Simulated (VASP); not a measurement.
Input of a VASP 6.6.1 run:

The input INCAR:

```
SYSTEM = Ba2H3I
ALGO = Normal ; EDIFF = 1E-7
EDIFFG = -0.01 ; ENCUT = 600
IBRION = 2 ; ISIF = 8
ISMEAR = 0 ; LASPH = .True.
LCHARG = .False. ; LREAL = .False.
LWAVE = .False. ; NELM = 60
NSW = 50 ; PREC = Accurate
SIGMA = 0.05
```

KPOINTS

```
k-points
0
Gamma
  5 5 3
  0 0 0
```

POSCAR

```
Ba2H3I
1.0
    4.5364032300      0.0000000000      0.0000000000
   -2.2682016200      3.9286404400      0.0000000000
    0.0000000000      0.0000000000      8.1195541200
Ba H I
2 3 1
Direct
    0.6666666667      0.3333333333      0.6847193800
    0.3333333333      0.6666666667      0.3152806200
    0.6666666667      0.3333333333      0.3561005200
    0.3333333333      0.6666666667      0.6438994800
    0.0000000000      0.0000000000      0.5000000000
    0.0000000000      0.0000000000      0.0000000000
```

Potentials or basis: VASP PAW LDA potentials, release 64 (Ba_sv, H, I).

Command:

```bash
$ cat potpaw_LDA.64/Ba_sv/POTCAR potpaw_LDA.64/H/POTCAR potpaw_LDA.64/I/POTCAR > POTCAR
$ mpirun -np 1 vasp_std > vasp.out
```

**Question.** Predict the relaxed volume.

**Answer.** 22.01 Å³/atom.

**Question.** Estimate the space group after relaxing (to 0.1 Å).

**Answer.** P-3m1 (No. 164).

**Question.** What does it give for the relaxed cell?

**Answer.** a = 4.400 Å, b = 4.400 Å, c = 7.875 Å, α = 90.00°, β = 90.00°, γ = 120.00°.

Final structure:
```cif
data_structure
_symmetry_space_group_name_H-M 'P 1'
_symmetry_Int_Tables_number 1
_cell_length_a 4.4000
_cell_length_b 4.4000
_cell_length_c 7.8754
_cell_angle_alpha 90.000
_cell_angle_beta 90.000
_cell_angle_gamma 120.000
_cell_volume 132.04
loop_
_atom_site_label
_atom_site_type_symbol
_atom_site_fract_x
_atom_site_fract_y
_atom_site_fract_z
_atom_site_occupancy
Ba1 Ba 0.66667 0.33333 0.68696 1
Ba2 Ba 0.33333 0.66667 0.31304 1
H1 H 0.66667 0.33333 0.35630 1
H2 H 0.33333 0.66667 0.64370 1
H3 H 0.00000 0.00000 0.50000 1
I1 I 0.00000 0.00000 0.00000 1
```
